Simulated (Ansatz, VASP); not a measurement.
**C in VASP and in Ansatz**

```xyz
2
Lattice="2.1273 -1.2283 0.0000 2.1273 1.2283 0.0000 -1.3791 0.0000 3.5028" Properties=species:S:1:pos:R:3 pbc="T T T"
C     3.5455    0.0000    0.0003
C    -0.6699    0.0000    3.5025
```

Alike in both runs: task single point; functional LDA; k mesh 14 × 14 × 9; occupations fermi-dirac, width 0.15 eV; no spin polarisation.

```csv
,VASP,Ansatz
version,VASP 6.6.1,Ansatz 0.2.0
potentials or method,"VASP PAW LDA potentials, release 64 (C), cutoff 520 eV","plane waves, PAW"
valence electrons in the cell,8,8
```

|  | VASP | Ansatz | Ansatz less VASP |
| --- | --- | --- | --- |
| pressure (GPa) | -3.3 | -4.1 | -0.75 |
| traceless stress, the component that is largest in VASP (GPa) | 2.20 | 3.09 | +0.899 |

LDA's correlation is that of Perdew and Zunger in VASP and of Perdew and Wang (1992) in Ansatz.
